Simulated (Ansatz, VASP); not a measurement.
Ir: VASP beside Ansatz

Contents of INCAR:

```
  PREC = Accurate
  ENCUT = 520
  EDIFF = 1E-7
  ISMEAR = -1
  SIGMA = 0.05
  LREAL = False
  LASPH = True
  NELM = 150
  ALGO = Normal
  ISIF = 2
  LWAVE = False
  LCHARG = False
  LNONCOLLINEAR = True
  MAGMOM = 0 0 0
  LORBIT = 11
  LSORBIT = True
  GGA_COMPAT = False
  LORBMOM = True
  LMAXMIX = 4
  GGA = CA
  NBANDS = 20
```

Contents of KPOINTS:

```
regular mesh
0
Gamma
  9 9 9
```

File POSCAR:

```
Ir
1.0
    0.0000000000      1.9156000000      1.9156000000
    1.9156000000      0.0000000000      1.9156000000
    1.9156000000      1.9156000000      0.0000000000
Ir
1
Direct
    0.0000000000      0.0000000000      0.0000000000
```

The input input.yaml:

```yaml
crystal:
  lattice:
    - [0.0, 1.9156, 1.9156]
    - [1.9156, 0.0, 1.9156]
    - [1.9156, 1.9156, 0.0]
  atoms:
    - { symbol: Ir, position: [0.0, 0.0, 0.0] }
kpoints:
  mp_grid: { grid: [9, 9, 9] }
  band_path:
    path:
      - [0.0, 0.0, 0.0]
      - [0.5, 0.0, 0.5]
      - [0.5, 0.25, 0.75]
      - [0.375, 0.375, 0.75]
      - [0.0, 0.0, 0.0]
      - [0.5, 0.5, 0.5]
      - [0.625, 0.25, 0.625]
      - [0.5, 0.25, 0.75]
    npoints: 10
scf:
  occupations: { method: fermi_dirac, width: 0.05 }
hamiltonian:
  xc: lda
  pseudopotentials: { kind: all_electron, lapw: { basis_error: 0.001 } }
magnetization:
  noncollinear: true
  spin_orbit: true
output:
  forces: true
  stress: true
  eigenvalues: true
```

Alike in both runs: functional LDA; k mesh 9 × 9 × 9; occupations fermi-dirac, width 0.05 eV; non-collinear spin, spin-orbit coupling.

```csv
,VASP,Ansatz
version,VASP 6.6.1,Ansatz 0.2.0
potentials or method,"VASP PAW LDA potentials, release 64 (Ir), cutoff 520 eV","all-electron LAPW, relativistic spinors"
task,single point,band structure
```

|  | VASP | Ansatz | Ansatz less VASP |
| --- | --- | --- | --- |
| pressure (GPa) | -3.2 | -6.0 | -2.79 |

LDA's correlation is that of Perdew and Zunger in VASP and of Perdew and Wang (1992) in Ansatz. Ansatz ran all-electron here, and VASP with PAW potentials.

Noted on Ansatz's run: the k mesh is thin for a metal, which can move the energy by tens of meV per atom.
